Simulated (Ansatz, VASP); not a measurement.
**Two plane-wave programs on Si**

Contents of INCAR:

```
SYSTEM = Si
ALGO     = Normal         ! electronic algorithm
EDIFF    = 1E-7           ! SCF threshold, eV
ENCUT    = 520            ! plane-wave cutoff, eV
GGA      = PS             ! functional
ISIF     = 2              ! what is computed and relaxed
ISMEAR   = 0              ! smearing method
LASPH    = .True.         ! aspherical terms in the spheres
LCHARG   = .True.         ! write CHGCAR
LELF     = .True.         ! ELF
LREAL    = .False.        ! projectors in reciprocal space
LVHAR    = .True.       
LWAVE    = .False.        ! write WAVECAR
NBANDS   = 16             ! bands
NELM     = 60             ! most SCF steps
PREC     = Accurate       ! precision mode
SIGMA    = 0.03           ! smearing width, eV
```

KPOINTS

```
k-points
0
Gamma
  12 12 6
  0 0 0
```

Contents of POSCAR:

```
Si
1.0
    3.9845701589      0.0000000000      0.0000000000
   -1.9922850795      3.1852975207      0.0000000000
    0.0000000000      0.0000000000      6.3326220002
Si
4
Direct
    0.3333333333      0.6666666667      0.0630095000
    0.6666666667      0.3333333333      0.5630095000
    0.3333333333      0.6666666667      0.4369905000
    0.6666666667      0.3333333333      0.9369905000
```

Input for Ansatz:

```yaml
crystal:
  lattice:
    - [3.9845701589, 0.0, 0.0]
    - [-1.9922850795, 3.1852975207, 0.0]
    - [0.0, 0.0, 6.3326220002]
  atoms:
    - { symbol: Si, position: [0.3333333333, 0.6666666667, 0.0630095] }
    - { symbol: Si, position: [0.6666666667, 0.3333333333, 0.5630095] }
    - { symbol: Si, position: [0.3333333333, 0.6666666667, 0.4369905] }
    - { symbol: Si, position: [0.6666666667, 0.3333333333, 0.9369905] }
basis:
  ecutwfc: 420
kpoints:
  mp_grid: { grid: [12, 12, 6] }
hamiltonian:
  xc: pbesol
scf:
  occupations: { method: gaussian, width: 0.03 }
output:
  forces: true
  stress: true
  eigenvalues: true
```

Change from the starting cell: strain +0.0400 x Voigt [1, -1, 0, 0, 0, 0], atoms carried along.

Alike in both runs: task single point; functional PBEsol; k mesh 12 × 12 × 6; occupations gaussian, width 0.03 eV; no spin polarisation.

|  | VASP | Ansatz |
| --- | --- | --- |
| version | VASP 6.6.1 | Ansatz 0.2.0 |
| potentials or method | VASP PAW PBE potentials, release 64 (Si), cutoff 520 eV | scalar-relativistic, plane waves, PAW |
| valence electrons in the cell | 16 | 16 |

|  | VASP | Ansatz | Ansatz less VASP |
| --- | --- | --- | --- |
| gap on the k mesh at the Fermi level (eV) | none | none | - |
| pressure (GPa) | 0.1 | 0.0 | -0.10 |
| traceless stress, the component that is largest in VASP (GPa) | 7.18 | 7.14 | -0.038 |
| rms of the force components (eV/Å) | 0.445 | 0.441 | -0.0036 |

VASP's potentials were made for PBE, not for PBEsol. Atom by atom the forces differ by 0.004 eV/Å (rms over components). A gap of «none» marks a metal or a gap that the smearing closes. The functional is the same, so the differences come from potentials, cutoffs and numerics.
